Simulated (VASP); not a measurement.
# SnH2Br2 (P-3m1) in VASP: notebook

The runs below take SnH2Br2 through single point, relaxation of cell and atoms, with PBE.

All numbers are computed with VASP 6.6.1; they aren't measurements. Logs are shortened: lines on timing, memory, paths and dates and some standing lists are left out, and cuts for length are marked.

### 1 The cell of the first run

Symmetry: P-3m1, No. 164, trigonal system. Conventional cell: a = 4.322 Å, b = 4.322 Å, c = 7.497 Å, α = 90.00°, β = 90.00°, γ = 120.00°. Sn (site symmetry -3m) has 6 H at 2.93 Å and 6 Br at 3.01 Å within 3.9 Å. Within 3.3 Å of H (site symmetry 3m) lie 4 Br at 2.50 to 3.22 Å and 3 Sn at 2.93 Å. Within 3.3 Å of Br (site symmetry 3m) lie 4 H at 2.50 to 3.22 Å and 3 Sn at 3.01 Å.

The cell was generated, and may not be a known phase.

### 2 Single point, PBE

Input file INCAR:

```
SYSTEM = SnH2Br2
PREC     = Accurate       ! precision mode
ENCUT    = 520            ! plane-wave cutoff, eV
EDIFF    = 1E-7           ! SCF threshold, eV
ISMEAR   = 0              ! smearing method
SIGMA    = 0.1            ! smearing width, eV
LREAL    = .FALSE.        ! projectors in reciprocal space
LASPH    = .TRUE.         ! aspherical terms in the spheres
NELM     = 100            ! most SCF steps
ALGO     = Normal         ! electronic algorithm
ISIF     = 2              ! what is computed and relaxed
LWAVE    = .FALSE.        ! write WAVECAR
LCHARG   = .FALSE.        ! write CHGCAR
GGA      = PE             ! functional
NBANDS   = 23             ! bands
```

Input file KPOINTS:

```
Automatic mesh
0
G
  12 12 6
  0 0 0
```

Input file POSCAR:

```
SnH2Br2
1.0
    4.3219118235      0.0000000000      0.0000000000
   -2.1609559118      3.7428854321      0.0000000000
    0.0000000000      0.0000000000      7.4969501718
Sn H Br
1 2 2
Direct
    0.0000000000      0.0000000000      0.0000000000
    0.3333333333      0.6666666667      0.7949816523
    0.6666666667      0.3333333333      0.2050183477
    0.3333333333      0.6666666667      0.2242990188
    0.6666666667      0.3333333333      0.7757009812
```

Potentials or basis: VASP PAW PBE potentials, release 64 (Sn_d, H, Br).

The run is started by

```sh
$ cat potpaw_PBE.64/Sn_d/POTCAR potpaw_PBE.64/H/POTCAR potpaw_PBE.64/Br/POTCAR > POTCAR
$ mpirun -np 1 vasp_std > vasp.out
```

OUTCAR:

```text
SYSTEM = SnH2Br2
   PREC = Accurate
   ENCUT = 520
   EDIFF = 1E-7
   ISMEAR = 0
   LREAL = .FALSE.
   LASPH = .TRUE.
   NELM = 100
   ISIF = 2
   GGA = PE

 ion  position               nearest neighbor table
   1  0.000  0.000  0.000-   4 3.01   5 3.01   5 3.01   4 3.01   5 3.01   4 3.01
   2  0.333  0.667  0.795-
   3  0.667  0.333  0.205-
   4  0.333  0.667  0.224-   1 3.01   1 3.01   1 3.01
   5  0.667  0.333  0.776-   1 3.01   1 3.01   1 3.01

  LATTYP: Found a hexagonal cell.
 ALAT       =     4.3219118235
 C/A-ratio  =     1.7346374655

  Lattice vectors:

 A1 = (   4.3219118235,   0.0000000000,   0.0000000000)
 A2 = (  -2.1609559118,   3.7428854321,   0.0000000000)
 A3 = (   0.0000000000,   0.0000000000,   7.4969501718)

Analysis of symmetry for initial positions (statically):
=====================================================================
 Subroutine PRICEL returns:
 Original cell was already a primitive cell.

 Routine SETGRP: Setting up the symmetry group for a
 hexagonal supercell.

 Subroutine GETGRP returns: Found 12 space group operations
 (whereof 12 operations were pure point group operations)
 out of a pool of 24 trial point group operations.

The static configuration has the point symmetry D_3d.

Analysis of symmetry for dynamics (positions and initial velocities):
=====================================================================
 Subroutine PRICEL returns:
 Original cell was already a primitive cell.

 Routine SETGRP: Setting up the symmetry group for a
 hexagonal supercell.

 Subroutine GETGRP returns: Found 12 space group operations
 (whereof 12 operations were pure point group operations)
 out of a pool of 24 trial point group operations.

The dynamic configuration has the point symmetry D_3d.

 Subroutine INISYM returns: Found 12 space group operations
 (whereof 12 operations are pure point group operations),
 and found     1 'primitive' translations

----------------------------------------------------------------------------------------

                                     Primitive cell

  volume of cell :     121.2738

  direct lattice vectors                    reciprocal lattice vectors
     4.321911823  0.000000000  0.000000000     0.231379084  0.133586777  0.000000000
    -2.160955912  3.742885432  0.000000000     0.000000000  0.267173553  0.000000000
     0.000000000  0.000000000  7.496950172     0.000000000  0.000000000  0.133387575

  length of vectors
     4.321911823  4.321911824  7.496950172     0.267173553  0.267173553  0.133387575

  position of ions in fractional coordinates (direct lattice)
     0.000000000  0.000000000  0.000000000
     0.333333333  0.666666667  0.794981652
     0.666666667  0.333333333  0.205018348
     0.333333333  0.666666667  0.224299019
     0.666666667  0.333333333  0.775700981

  ion indices of the primitive-cell ions
   primitive index   ion index
                 1           1
                 2           2
                 3           3
                 4           4
                 5           5

----------------------------------------------------------------------------------------

 KPOINTS: Automatic mesh

Automatic generation of k-mesh.
 Grid dimensions read from file:
 generate k-points for:   12   12    6

 Generating k-lattice:

  Cartesian coordinates                     Fractional coordinates (reciprocal lattice)
     0.019281590  0.011132231  0.000000000     0.083333333 -0.000000000  0.000000000
     0.000000000  0.022264463  0.000000000     0.000000000  0.083333333  0.000000000
     0.000000000  0.000000000  0.022231262     0.000000000  0.000000000  0.166666667

  Length of vectors
     0.022264463  0.022264463  0.022231262

  Shift w.r.t. Gamma in fractional coordinates (k-lattice)
     0.000000000  0.000000000  0.000000000

 Subroutine IBZKPT returns following result:
 ===========================================

 Found    100 irreducible k-points:

 Following reciprocal coordinates:
            Coordinates               Weight
  0.000000  0.000000  0.000000      1.000000
  0.083333 -0.000000  0.000000      6.000000
  0.166667  0.000000  0.000000      6.000000
  0.250000  0.000000  0.000000      6.000000
  0.333333  0.000000  0.000000      6.000000
  0.416667 -0.000000  0.000000      6.000000
[... 16 lines left out ...]
  0.166667  0.000000  0.166667      6.000000
  0.000000  0.166667  0.166667      6.000000
 [... further k-points ...]
   k-points           NKPTS =    100   k-points in BZ     NKDIM =    100   number of bands    NBANDS=     23
   number of dos      NEDOS =    301   number of ions     NIONS =      5
   total plane-waves  NPLWV =  57344
   dimension x,y,z NGX =    32 NGY =   32 NGZ =   56
   dimension x,y,z NGXF=    64 NGYF=   64 NGZF=  112
   ions per type =               1   2   2
   NGX,Y,Z   is equivalent  to a cutoff of  12.31, 12.31, 12.42 a.u.
   NGXF,Y,Z  is equivalent  to a cutoff of  24.62, 24.62, 24.84 a.u.
 SYSTEM =  SnH2Br2
   PREC   = accura    normal or accurate (medium, high low for compatibility)
   ISTART =      0    job   : 0-new  1-cont  2-samecut
   ICHARG =      2    charge: 1-file 2-atom 10-const
   ISPIN  =      1    spin polarized calculation?
   LNONCOLLINEAR =      F non collinear calculations
   LSORBIT =      F    spin-orbit coupling
   LASPH  =      T    aspherical Exc in radial PAW
   ENCUT  =  520.0 eV  38.22 Ry    6.18 a.u.   8.04  8.04 13.94*2*pi/ulx,y,z
   NELM   =    100;   NELMIN=  2; NELMDL= -5     # of ELM steps
   EDIFF  = 0.1E-06   stopping-criterion for ELM
   LREAL  =      F    real-space projection
   EDIFFG = 0.1E-05   stopping-criterion for IOM
   NSW    =      0    number of steps for IOM
   IBRION =     -1    ionic relax: 0-MD 1-quasi-New 2-CG
   NFREE  =      0    steps in history (QN), initial steepest desc. (CG)
   ISIF   =      2    stress and relaxation
   ISYM   =      2    0-nonsym 1-usesym 2-fastsym
   POTIM  = 0.5000    time-step for ionic-motion
   TEBEG  =    0.0;   TEEND  =   0.0 temperature during run
   PSTRESS=    0.0 pullay stress
   NELECT =      30.0000    total number of electrons
   NUPDOWN=      -1.0000    fix difference up-down
   EMIN   =  10.00;   EMAX   =-10.00  energy-range for DOS
   EFERMI =   0.00;   METHOD = LEGACY
   ISMEAR =     0;   SIGMA  =   0.10  broadening in eV -4-tet -1-fermi 0-gaus
   EFERMI_NEDOS =   21; number of points for ismear=-14 and -15
   IALGO  =     38    algorithm
   IMIX   =      4    mixing-type and parameters
     AMIX     =   0.40;   BMIX     =  1.00
     AMIX_MAG =   1.60;   BMIX_MAG =  1.00
  volume/ion in A,a.u.               =      24.25       163.68
  Fermi-wavevector in a.u.,A,eV,Ry     =   1.027684  1.942041 14.369579  1.056134
  Thomas-Fermi vector in A             =   2.161642
   LORBIT       =      0    0 simple, 1 ext, 2 COOP (PROOUT), +10 PAW based schemes
   GGA     = PE    functional components
   LHFCALC =     F    Hartree Fock is set to
   AEXX    =    0.0000 exact exchange contribution
   IVDW    =     0    specifies the selected vdW correction
   LEPSILON=     F    determine dielectric tensor
   LRPA    =     F    only Hartree local field effects (RPA)
 non-spin polarized calculation
 Gauss-broadening in eV      SIGMA  =   0.10
  energy-cutoff  :      520.00
  volume of cell :      121.27
 maximum number of plane-waves:      3294
   NGX = 17   NGY = 17   NGZ = 27

 number of electron      29.9999996 magnetization

 Free energy of the ion-electron system (eV)
  ---------------------------------------------------
  ext. energy  EPLUGINS =         0.00000000
  ---------------------------------------------------
  free energy    TOTEN  =       -11.50409811 eV

  energy without entropy =      -11.49612788  energy(sigma->0) =      -11.50011300

 E-fermi :   1.7859     XC(G=0):  -7.8354

 val. band max:        1.7838692961   @ k =  -0.0833   0.3333   0.1667
 cond. band min:       1.7922155633   @ k =  -0.0833   0.3333   0.3333
 fundamental gap:      0.0083462672
 Fermi energy:         1.7859429508

 k-point     1 :       0.0000    0.0000    0.0000
  band No.  band energies     occupation
      1     -20.0635      2.00000
      2     -20.0635      2.00000
      3     -20.0450      2.00000
      4     -20.0417      2.00000
      5     -20.0417      2.00000
      6     -14.0464      2.00000
[... 15 lines left out ...]
     22       8.3765      0.00000
     23       8.4915      0.00000

 k-point     2 :       0.0833   -0.0000    0.0000
  band No.  band energies     occupation
      1     -20.0642      2.00000
      2     -20.0627      2.00000
      3     -20.0446      2.00000
      4     -20.0423      2.00000
      5     -20.0417      2.00000
      6     -14.0258      2.00000
[... 15 lines left out ...]
     22       8.4897      0.00000
     23       8.6726      0.00000

 k-point     3 :       0.1667    0.0000    0.0000
  band No.  band energies     occupation
      1     -20.0661      2.00000
      2     -20.0607      2.00000
      3     -20.0442      2.00000
      4     -20.0432      2.00000
      5     -20.0418      2.00000
      6     -13.9677      2.00000
[... 15 lines left out ...]
     22       8.8153      0.00000
     23       9.1226      0.00000

 k-point     4 :       0.2500    0.0000    0.0000
  band No.  band energies     occupation
      1     -20.0692      2.00000
      2     -20.0581      2.00000
      3     -20.0461      2.00000
      4     -20.0419      2.00000
      5     -20.0413      2.00000
      6     -13.8830      2.00000
[... 15 lines left out ...]
     22       9.3303      0.00000
     23       9.7763      0.00000

 k-point     5 :       0.3333    0.0000    0.0000
  band No.  band energies     occupation
      1     -20.0726      2.00000
      2     -20.0557      2.00000
      3     -20.0479      2.00000
      4     -20.0417      2.00000
      5     -20.0394      2.00000
      6     -13.7894      2.00000
[... 434 lines left out ...]
 k-point    22 :       0.0000    0.0833    0.1667
  band No.  band energies     occupation
      1     -20.0642      2.00000
      2     -20.0627      2.00000
      3     -20.0446      2.00000
      4     -20.0423      2.00000
      5     -20.0418      2.00000
      6     -14.0217      2.00000
[... 15 lines left out ...]
     22       8.4368      0.00000
     23       8.7207      0.00000

 k-point    23 :       0.1667    0.0000    0.1667
  band No.  band energies     occupation
      1     -20.0661      2.00000
      2     -20.0607      2.00000
      3     -20.0442      2.00000
      4     -20.0432      2.00000
      5     -20.0419      2.00000
      6     -13.9639      2.00000
[... 15 lines left out ...]
     22       8.8385      0.00000
     23       9.1014      0.00000

 k-point    24 :       0.0000    0.1667    0.1667
  band No.  band energies     occupation
      1     -20.0661      2.00000
      2     -20.0607      2.00000
      3     -20.0442      2.00000
      4     -20.0432      2.00000
      5     -20.0419      2.00000
      6     -13.9638      2.00000
[... 15 lines left out ...]
     22       8.7438      0.00000
     23       9.4304      0.00000

 [... further k-points ...]
[... 5 lines left out ...]
  --------------------------------------------------------------------------------------
  -------------------------------------------------------------------------------------
  Total       -0.0465792     -0.0465792     -0.0069340      0.0000000      0.0000000      0.0000000
  in kB       -0.6153692     -0.6153692     -0.0916069      0.0000000      0.0000000      0.0000000
  external PRESSURE =      -0.4407818 kB  Pullay stress =       0.0000000 kB

 VOLUME and BASIS-vectors are now :
 -----------------------------------------------------------------------------
  energy-cutoff  :      520.00
  volume of cell :      121.27
      direct lattice vectors                 reciprocal lattice vectors
     4.321911823  0.000000000  0.000000000     0.231379084  0.133586777  0.000000000
    -2.160955912  3.742885432  0.000000000     0.000000000  0.267173553  0.000000000
     0.000000000  0.000000000  7.496950172     0.000000000  0.000000000  0.133387575

 POSITION                                       TOTAL-FORCE (eV/Angst)
 -----------------------------------------------------------------------------------
      0.00000      0.00000      0.00000        -0.000000      0.000000      0.000000
     -0.00000      2.49526      5.95994        -0.000000      0.000000     -0.001921
      2.16096      1.24763      1.53701        -0.000000      0.000000      0.001921
     -0.00000      2.49526      1.68156        -0.000000      0.000000     -0.001116
      2.16096      1.24763      5.81539         0.000000     -0.000000      0.001116
 -----------------------------------------------------------------------------------
    total drift:                               -0.000000      0.000000     -0.000000

  FREE ENERGIE OF THE ION-ELECTRON SYSTEM (eV)
  ---------------------------------------------------
  free  energy   TOTEN  =       -11.5040981121 eV

  energy  without entropy=      -11.4961278820  energy(sigma->0) =      -11.50011300
```

Wall time 96 s (1 thread of Intel Xeon 6975P-C (Granite Rapids), shared host); peak memory 0.41 GiB.

What came out:

| Quantity | Value |
| --- | --- |
| Free energy | -11.5041 eV |
| Pressure | 0.0 GPa |
| Band gap on the k mesh | zero (bands 15 and 16 overlap by 1.57 eV) |

Caveat: spin-orbit coupling is left out, which moves the levels of the heavy elements; this functional lacks dispersion, which binds layers or chains, so the pressure and a relaxed spacing across them are unreliable.

(Part 1 of 2 ends here.)

The gap in the log of VASP goes by the Fermi energy; the results here count the filled bands.